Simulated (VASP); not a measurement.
ZnS, 4 atoms in the cell. The structure is hexagonal, space group P6_3mc (No. 186). Conventional cell: a = 3.807 Å, b = 3.807 Å, c = 6.246 Å, α = 90.00°, β = 90.00°, γ = 120.00°. Zn (site symmetry 3m) has 4 S at 2.33 to 2.34 Å within 3.1 Å. S (site symmetry 3m) has 4 Zn at 2.33 to 2.34 Å within 3.1 Å. 

* Program: VASP 6.6.1
* Task: single point
* Functional: r2SCAN
* Potentials or basis: VASP PAW PBE potentials, release 64 (Zn, S)
* Cutoff: 520 eV
* k mesh: 6 × 6 × 4
* Occupations: gaussian, width 0.05 eV
* Spin: no spin polarisation
* Dipole correction: no
* Further INCAR settings: ALGO = Normal; EDIFF = 1e-06; NBANDS = 26

Potentials or basis: VASP PAW PBE potentials, release 64 (Zn, S).

Launch:

```sh
$ cat potpaw_PBE.64/Zn/POTCAR potpaw_PBE.64/S/POTCAR > POTCAR
$ cp INCAR.step1 INCAR
$ mpirun -np 1 vasp_std > vasp.out
$ cp INCAR.step2 INCAR
$ mpirun -np 1 vasp_std > vasp.out
```

Hardware: 1 thread of AMD EPYC 7R43 64-Core Processor (Zen 3), with other jobs on the host.

**Question.** How long does it take, and how much memory?

**Answer.** Wall time 120 s on 1 thread of AMD EPYC 7R43 64-Core Processor (Zen 3) (shared host), peak memory 0.16 GiB. Counts: k points 21.
